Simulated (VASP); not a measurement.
# TiAl3 (R3m) in VASP: notebook

TiAl3 is run at these levels: r2SCAN; tasks: single point.

Program: VASP 6.6.1. These are calculated values, not measurements. Logs are shortened: lines on timing, memory, paths and dates and some standing lists are left out, and cuts for length are marked.

## (1) The cell of the first run

Symmetry: R3m, No. 160, trigonal system. Conventional cell: a = 5.594 Å, b = 5.594 Å, c = 6.851 Å, α = 90.00°, β = 90.00°, γ = 120.00°. Ti (site symmetry 3m) has 12 Al at 2.66 to 2.94 Å within 3.5 Å. Al (site symmetry m) has 4 Ti at 2.66 to 2.94 Å and 8 Al at 2.80 Å within 3.5 Å.

## (2) Single point, r2SCAN (atom 1 (Ti) moved +0.175 Å along Cartesian [1 1 1])

Contents of POSCAR:

```
TiAl3
1.0
    3.9556712500      0.0000000000      0.0000000000
    0.0000000000      3.9556712500      0.0000000000
    0.0000000000      0.0000000000      3.9556712500
Ti Al
1 3
Direct
    0.0255421370      0.0255421370      0.0255421370
    0.5000000000      0.5000000000      0.0000000000
    0.5000000000      0.0000000000      0.5000000000
    0.0000000000      0.5000000000      0.5000000000
```

Contents of INCAR.step1:

```
SYSTEM = TiAl3
  ALGO = Normal
  EDIFF = 1E-4
  ENCUT = 520
  GGA = PE
  ISMEAR = 0
  LASPH = .TRUE.
  LCHARG = .FALSE.
  LREAL = .FALSE.
  LWAVE = .TRUE.
  NBANDS = 18
  NELM = 80
  PREC = Accurate
  SIGMA = 0.15
```

Contents of INCAR.step2:

```
SYSTEM = TiAl3
  ALGO = Normal
  EDIFF = 1E-6
  ENCUT = 520
  ISIF = 2
  ISMEAR = 0
  ISTART = 1
  LASPH = .TRUE.
  LCHARG = .FALSE.
  LMIXTAU = .TRUE.
  LREAL = .FALSE.
  LWAVE = .FALSE.
  METAGGA = R2SCAN
  NBANDS = 18
  NELM = 80
  PREC = Accurate
  SIGMA = 0.15
```

Contents of KPOINTS:

```
k-points
0
G
  12 12 12
  0 0 0
```

Potentials or basis: VASP PAW PBE potentials, release 64 (Ti_sv, Al).

Launch:

```sh
> cat potpaw_PBE.64/Ti_sv/POTCAR potpaw_PBE.64/Al/POTCAR > POTCAR
> cp INCAR.step1 INCAR
> mpirun -np 1 vasp_std > vasp.out
> cp INCAR.step2 INCAR
> mpirun -np 1 vasp_std > vasp.out
```

OUTCAR:

```text
SYSTEM = TiAl3
   EDIFF = 1E-6
   ENCUT = 520
   ISIF = 2
   ISMEAR = 0
   ISTART = 1
   LASPH = .TRUE.
   LREAL = .FALSE.
   METAGGA = R2SCAN
   NELM = 80
   PREC = Accurate

 ion  position               nearest neighbor table
   1  0.026  0.026  0.026-   2 2.66   3 2.66   4 2.66   3 2.80   4 2.80   2 2.80   4 2.80   2 2.80
                             3 2.80   4 2.94   3 2.94   2 2.94
   2  0.500  0.500  0.000-   1 2.66   3 2.80   4 2.80   3 2.80   4 2.80   3 2.80   3 2.80   4 2.80
                             4 2.80   1 2.80   1 2.80   1 2.94
   3  0.500  0.000  0.500-   1 2.66   2 2.80   4 2.80   2 2.80   2 2.80   4 2.80   2 2.80   4 2.80
                             4 2.80   1 2.80   1 2.80   1 2.94
   4  0.000  0.500  0.500-   1 2.66   2 2.80   3 2.80   2 2.80   3 2.80   2 2.80   3 2.80   2 2.80
                             3 2.80   1 2.80   1 2.80   1 2.94

  LATTYP: Found a simple cubic cell.
 ALAT       =     3.9556712500

  Lattice vectors:

 A1 = (   3.9556712500,   0.0000000000,   0.0000000000)
 A2 = (   0.0000000000,   3.9556712500,   0.0000000000)
 A3 = (   0.0000000000,   0.0000000000,   3.9556712500)

Analysis of symmetry for initial positions (statically):
=====================================================================
 Subroutine PRICEL returns:
 Original cell was already a primitive cell.

 Routine SETGRP: Setting up the symmetry group for a
 simple cubic supercell.

 Subroutine GETGRP returns: Found  6 space group operations
 (whereof  6 operations were pure point group operations)
 out of a pool of 48 trial point group operations.

The static configuration has the point symmetry C_3v.

Analysis of symmetry for dynamics (positions and initial velocities):
=====================================================================
 Subroutine PRICEL returns:
 Original cell was already a primitive cell.

 Routine SETGRP: Setting up the symmetry group for a
 simple cubic supercell.

 Subroutine GETGRP returns: Found  6 space group operations
 (whereof  6 operations were pure point group operations)
 out of a pool of 48 trial point group operations.

The dynamic configuration has the point symmetry C_3v.

 Subroutine INISYM returns: Found  6 space group operations
 (whereof  6 operations are pure point group operations),
 and found     1 'primitive' translations

----------------------------------------------------------------------------------------

                                     Primitive cell

  volume of cell :      61.8957

  direct lattice vectors                    reciprocal lattice vectors
     3.955671250  0.000000000  0.000000000     0.252801595  0.000000000  0.000000000
     0.000000000  3.955671250  0.000000000     0.000000000  0.252801595  0.000000000
     0.000000000  0.000000000  3.955671250     0.000000000  0.000000000  0.252801595

  length of vectors
     3.955671250  3.955671250  3.955671250     0.252801595  0.252801595  0.252801595

  position of ions in fractional coordinates (direct lattice)
     0.025542137  0.025542137  0.025542137
     0.500000000  0.500000000  0.000000000
     0.500000000  0.000000000  0.500000000
     0.000000000  0.500000000  0.500000000

  ion indices of the primitive-cell ions
   primitive index   ion index
                 1           1
                 2           2
                 3           3
                 4           4

----------------------------------------------------------------------------------------

 KPOINTS: k-points

Automatic generation of k-mesh.
 Grid dimensions read from file:
 generate k-points for:   12   12   12

 Generating k-lattice:

  Cartesian coordinates                     Fractional coordinates (reciprocal lattice)
     0.021066800  0.000000000  0.000000000     0.083333333  0.000000000  0.000000000
     0.000000000  0.021066800  0.000000000     0.000000000  0.083333333  0.000000000
     0.000000000  0.000000000  0.021066800     0.000000000  0.000000000  0.083333333

  Length of vectors
     0.021066800  0.021066800  0.021066800

  Shift w.r.t. Gamma in fractional coordinates (k-lattice)
     0.000000000  0.000000000  0.000000000

 Subroutine IBZKPT returns following result:
 ===========================================

 Found    189 irreducible k-points:

 Following reciprocal coordinates:
            Coordinates               Weight
  0.000000  0.000000  0.000000      1.000000
  0.083333  0.000000  0.000000      6.000000
  0.166667  0.000000  0.000000      6.000000
  0.250000  0.000000  0.000000      6.000000
  0.333333  0.000000  0.000000      6.000000
  0.416667  0.000000  0.000000      6.000000
[... 16 lines left out ...]
  0.333333  0.166667  0.000000     12.000000
 -0.166667  0.333333  0.000000     12.000000
 [... further k-points ...]
   k-points           NKPTS =    189   k-points in BZ     NKDIM =    189   number of bands    NBANDS=     18
   number of dos      NEDOS =    301   number of ions     NIONS =      4
   total plane-waves  NPLWV =  27000
   dimension x,y,z NGX =    30 NGY =   30 NGZ =   30
   dimension x,y,z NGXF=    60 NGYF=   60 NGZF=   60
   ions per type =               1   3
   NGX,Y,Z   is equivalent  to a cutoff of  12.61, 12.61, 12.61 a.u.
   NGXF,Y,Z  is equivalent  to a cutoff of  25.22, 25.22, 25.22 a.u.
 SYSTEM =  TiAl3
   PREC   = accura    normal or accurate (medium, high low for compatibility)
   ISTART =      1    job   : 0-new  1-cont  2-samecut
   ICHARG =      0    charge: 1-file 2-atom 10-const
   ISPIN  =      1    spin polarized calculation?
   LNONCOLLINEAR =      F non collinear calculations
   LSORBIT =      F    spin-orbit coupling
   LASPH  =      T    aspherical Exc in radial PAW
   ENCUT  =  520.0 eV  38.22 Ry    6.18 a.u.   7.35  7.35  7.35*2*pi/ulx,y,z
   NELM   =     80;   NELMIN=  2; NELMDL=  0     # of ELM steps
   EDIFF  = 0.1E-05   stopping-criterion for ELM
   LREAL  =      F    real-space projection
   EDIFFG = 0.1E-04   stopping-criterion for IOM
   NSW    =      0    number of steps for IOM
   IBRION =     -1    ionic relax: 0-MD 1-quasi-New 2-CG
   NFREE  =      0    steps in history (QN), initial steepest desc. (CG)
   ISIF   =      2    stress and relaxation
   ISYM   =      2    0-nonsym 1-usesym 2-fastsym
   POTIM  = 0.5000    time-step for ionic-motion
   TEBEG  =    0.0;   TEEND  =   0.0 temperature during run
   PSTRESS=    0.0 pullay stress
   NELECT =      21.0000    total number of electrons
   NUPDOWN=      -1.0000    fix difference up-down
   EMIN   =  10.00;   EMAX   =-10.00  energy-range for DOS
   EFERMI =   0.00;   METHOD = LEGACY
   ISMEAR =     0;   SIGMA  =   0.15  broadening in eV -4-tet -1-fermi 0-gaus
   EFERMI_NEDOS =   21; number of points for ismear=-14 and -15
   IALGO  =     38    algorithm
   IMIX   =      4    mixing-type and parameters
     AMIX     =   0.40;   BMIX     =  1.00
     AMIX_MAG =   1.60;   BMIX_MAG =  1.00
  volume/ion in A,a.u.               =      15.47       104.42
  Fermi-wavevector in a.u.,A,eV,Ry     =   1.141811  2.157711 17.738371  1.303733
  Thomas-Fermi vector in A             =   2.278511
   LORBIT       =      0    0 simple, 1 ext, 2 COOP (PROOUT), +10 PAW based schemes
   METAGGA = R2SCAN    functional components
   LHFCALC =     F    Hartree Fock is set to
   AEXX    =    0.0000 exact exchange contribution
   IVDW    =     0    specifies the selected vdW correction
   LEPSILON=     F    determine dielectric tensor
   LRPA    =     F    only Hartree local field effects (RPA)
 non-spin polarized calculation
 Gauss-broadening in eV      SIGMA  =   0.15
  energy-cutoff  :      520.00
  volume of cell :       61.90
 maximum number of plane-waves:      1743
 NGX is ok and might be reduce to    30
   NGX = 15   NGY = 15   NGZ = 15

 number of electron      21.0000009 magnetization

 Free energy of the ion-electron system (eV)
  ---------------------------------------------------
  ext. energy  EPLUGINS =         0.00000000
  ---------------------------------------------------
  free energy    TOTEN  =       -34.67131613 eV

  energy without entropy =      -34.64497834  energy(sigma->0) =      -34.65814724

 E-fermi :   9.1487     XC(G=0): -11.5854

 val. band max:        9.1484557263   @ k =   0.2500   0.2500   0.0833
 cond. band min:       9.1540882227   @ k =   0.0833   0.0833   0.0000
 fundamental gap:      0.0056324964
 Fermi energy:         9.1487065098

 k-point     1 :       0.0000    0.0000    0.0000
  band No.  band energies     occupation
      1     -50.1474      2.00000
      2     -25.4255      2.00000
      3     -25.4147      2.00000
      4     -25.4147      2.00000
      5      -2.3268      2.00000
      6       5.9163      2.00000
[... 10 lines left out ...]
     17      15.2022      0.00000
     18      15.3409      0.00000

 k-point     2 :       0.0833    0.0000    0.0000
  band No.  band energies     occupation
      1     -50.1473      2.00000
      2     -25.4259      2.00000
      3     -25.4156      2.00000
      4     -25.4146      2.00000
      5      -2.2555      2.00000
      6       5.2840      2.00000
[... 10 lines left out ...]
     17      15.1233      0.00000
     18      15.2134      0.00000

 k-point     3 :       0.1667    0.0000    0.0000
  band No.  band energies     occupation
      1     -50.1472      2.00000
      2     -25.4278      2.00000
      3     -25.4174      2.00000
      4     -25.4143      2.00000
      5      -2.0427      2.00000
      6       4.2370      2.00000
[... 10 lines left out ...]
     17      14.6836      0.00000
     18      14.6847      0.00000

 k-point     4 :       0.2500    0.0000    0.0000
  band No.  band energies     occupation
      1     -50.1469      2.00000
      2     -25.4318      2.00000
      3     -25.4187      2.00000
      4     -25.4139      2.00000
      5      -1.6930      2.00000
      6       3.1511      2.00000
[... 10 lines left out ...]
     17      13.9602      0.00000
     18      14.8286      0.00000

 k-point     5 :       0.3333    0.0000    0.0000
  band No.  band energies     occupation
      1     -50.1467      2.00000
      2     -25.4366      2.00000
      3     -25.4190      2.00000
      4     -25.4135      2.00000
      5      -1.2158      2.00000
      6       2.1195      2.00000
[... 10 lines left out ...]
     17      13.2652      0.00000
     18      15.3778      0.00000

 k-point     6 :       0.4167    0.0000    0.0000
  band No.  band energies     occupation
      1     -50.1465      2.00000
      2     -25.4403      2.00000
      3     -25.4190      2.00000
      4     -25.4132      2.00000
      5      -0.6418      2.00000
      6       1.2043      2.00000
[... 10 lines left out ...]
     17      12.7608      0.00000
     18      15.0989      0.00000

 k-point     7 :       0.5000    0.0000    0.0000
  band No.  band energies     occupation
      1     -50.1465      2.00000
      2     -25.4417      2.00000
      3     -25.4190      2.00000
      4     -25.4130      2.00000
      5      -0.2203      2.00000
      6       0.6679      2.00000
[... 10 lines left out ...]
     17      12.5709      0.00000
     18      14.9973      0.00000

 k-point     8 :       0.0833    0.0833    0.0000
  band No.  band energies     occupation
      1     -50.1473      2.00000
      2     -25.4264      2.00000
      3     -25.4160      2.00000
      4     -25.4150      2.00000
      5      -2.1844      2.00000
      6       5.2005      2.00000
[... 10 lines left out ...]
     17      14.9988      0.00000
     18      15.1292      0.00000
[... 229 lines left out ...]
     17      14.2773      0.00000
     18      14.7373      0.00000

 k-point    20 :      -0.1667    0.1667    0.0000
  band No.  band energies     occupation
      1     -50.1469      2.00000
      2     -25.4289      2.00000
      3     -25.4200      2.00000
      4     -25.4152      2.00000
      5      -1.7626      2.00000
      6       4.3231      2.00000
[... 10 lines left out ...]
     17      14.2445      0.00000
     18      14.7033      0.00000

 k-point    21 :       0.2500    0.1667    0.0000
  band No.  band energies     occupation
      1     -50.1467      2.00000
      2     -25.4323      2.00000
      3     -25.4214      2.00000
      4     -25.4151      2.00000
      5      -1.4180      2.00000
      6       3.3771      2.00000
[... 10 lines left out ...]
     17      13.9837      0.00000
     18      14.8303      0.00000

 k-point    22 :      -0.1667    0.2500    0.0000
  band No.  band energies     occupation
      1     -50.1467      2.00000
      2     -25.4318      2.00000
      3     -25.4218      2.00000
      4     -25.4151      2.00000
      5      -1.4180      2.00000
      6       3.3782      2.00000
[... 10 lines left out ...]
     17      14.0115      0.00000
     18      14.9141      0.00000

 k-point    23 :       0.3333    0.1667    0.0000
  band No.  band energies     occupation
      1     -50.1465      2.00000
      2     -25.4365      2.00000
      3     -25.4221      2.00000
      4     -25.4148      2.00000
      5      -0.9487      2.00000
      6       2.3647      2.00000
[... 10 lines left out ...]
     17      13.7863      0.00000
     18      14.8291      0.00000

 k-point    24 :      -0.1667    0.3333    0.0000
  band No.  band energies     occupation
      1     -50.1465      2.00000
      2     -25.4362      2.00000
      3     -25.4224      2.00000
      4     -25.4147      2.00000
      5      -0.9487      2.00000
      6       2.3651      2.00000
[... 10 lines left out ...]
     17      13.8228      0.00000
     18      14.8389      0.00000

 [... further k-points ...]
[... 5 lines left out ...]
  --------------------------------------------------------------------------------------
  -------------------------------------------------------------------------------------
  Total        0.3821895      0.3821895      0.3821895      0.1852021      0.1852021      0.1852021
  in kB        9.8930160      9.8930160      9.8930160      4.7939775      4.7939775      4.7939775
  external PRESSURE =       9.8930160 kB  Pullay stress =       0.0000000 kB

 VOLUME and BASIS-vectors are now :
 -----------------------------------------------------------------------------
  energy-cutoff  :      520.00
  volume of cell :       61.90
      direct lattice vectors                 reciprocal lattice vectors
     3.955671250  0.000000000  0.000000000     0.252801595  0.000000000  0.000000000
     0.000000000  3.955671250  0.000000000     0.000000000  0.252801595  0.000000000
     0.000000000  0.000000000  3.955671250     0.000000000  0.000000000  0.252801595

 POSITION                                       TOTAL-FORCE (eV/Angst)
 -----------------------------------------------------------------------------------
      0.10104      0.10104      0.10104        -1.038108     -1.038108     -1.038108
      1.97784      1.97784      0.00000         0.464249      0.464249      0.109609
      1.97784      0.00000      1.97784         0.464249      0.109609      0.464249
      0.00000      1.97784      1.97784         0.109609      0.464249      0.464249
 -----------------------------------------------------------------------------------
    total drift:                                0.000050      0.000050      0.000049

  FREE ENERGIE OF THE ION-ELECTRON SYSTEM (eV)
  ---------------------------------------------------
  free  energy   TOTEN  =       -34.6713161333 eV

  energy  without entropy=      -34.6449783438  energy(sigma->0) =      -34.65814724
```

Wall time 9.6 min (1 thread of Intel Xeon Platinum 8259CL at 2.50GHz (Skylake/Cascade Lake), shared host); peak memory 0.32 GiB.

What came out:

- Free energy: -34.6713 eV
- Pressure: 1.0 GPa
- Largest force: 1.798 eV/Å
- Band gap on the k mesh: zero (an odd number of electrons rules out a gap without spin polarisation)

Forces on the atoms (eV/Å):
```
Ti  -1.038 -1.038 -1.038
Al   0.464  0.464  0.110
Al   0.464  0.110  0.464
Al   0.110  0.464  0.464
```

Caveat: the cell differs from its parent crystal (atom 1 (Ti) moved +0.175 Å along Cartesian [1 1 1]); the PAW data sets were made with another functional, which shifts forces and pressure a little.

## (3) Single point, r2SCAN (atom 1 (Ti) moved +0.125 Å along Cartesian [1 1 1])

POSCAR: that of step 2 with these lines changed.

```diff
@@ -8,3 +8,3 @@
 Direct
-    0.0255421370      0.0255421370      0.0255421370
+    0.0182443836      0.0182443836      0.0182443836
     0.5000000000      0.5000000000      0.0000000000
```

Contents of INCAR.step1:

```
ALGO = Normal
EDIFF = 1E-4
ENCUT = 520
GGA = PE
ISMEAR = 0
LASPH = True
LCHARG = False
LREAL = False
LWAVE = True
NBANDS = 18
NELM = 60
PREC = Accurate
SIGMA = 0.15
```

Contents of INCAR.step2:

```
ALGO = Normal
EDIFF = 1E-7
ENCUT = 520
ISIF = 2
ISMEAR = 0
ISTART = 1
LASPH = True
LCHARG = False
LMIXTAU = True
LREAL = False
LWAVE = False
METAGGA = R2SCAN
NBANDS = 18
NELM = 60
PREC = Accurate
SIGMA = 0.15
```

Contents of KPOINTS:

```
k-points
0
Gamma
  12 12 12
```

Potentials or basis: VASP PAW PBE potentials, release 64 (Ti_sv, Al).

Launch:

```sh
> cat potpaw_PBE.64/Ti_sv/POTCAR potpaw_PBE.64/Al/POTCAR > POTCAR
> cp INCAR.step1 INCAR
> mpirun -np 1 vasp_std > vasp.out
> cp INCAR.step2 INCAR
> mpirun -np 1 vasp_std > vasp.out
```

Wall time 11 min (1 thread of Intel Xeon Platinum 8259CL at 2.50GHz (Skylake/Cascade Lake), shared host); peak memory 0.32 GiB.

Results (log left out):

```
Free energy            : -34.7481 eV
Pressure               : 0.5 GPa
Largest force          : 1.269 eV/Å
Band gap on the k mesh : zero (an odd number of electrons rules out a gap without spin polarisation)
```

Forces in eV/Å, atoms in the order of the input:
```
Ti  -0.733 -0.733 -0.733
Al   0.326  0.326  0.080
Al   0.326  0.080  0.326
Al   0.080  0.326  0.326
```

Stress tensor (GPa, compression positive):
```
0.47 0.25 0.25
0.25 0.47 0.25
0.25 0.25 0.47
```

Levels at points of the mesh, in eV from the Fermi level:
```csv
k point,band 6,band 7,band 8,band 9,band 10,band 11,band 12,band 13,band 14,band 15
"(0.00, 0.00, 0.00)",-3.22,-3.22,-2.39,-2.37,-2.37,0.13,0.13,0.16,0.66,4.50
"(0.50, 0.00, 0.00)",-8.50,-2.45,-2.45,-2.30,0.30,0.69,0.81,0.88,1.23,1.64
"(0.50, 0.50, 0.00)",-6.52,-6.52,-5.41,-1.37,-1.37,0.60,1.07,1.16,1.41,3.76
"(0.50, 0.50, 0.50)",-5.40,-5.40,-5.29,-3.87,-3.87,-3.86,0.23,1.48,1.48,2.96
```

Caveat: the cell differs from its parent crystal (atom 1 (Ti) moved +0.125 Å along Cartesian [1 1 1]); the PAW data sets were made with another functional, which shifts forces and pressure a little.
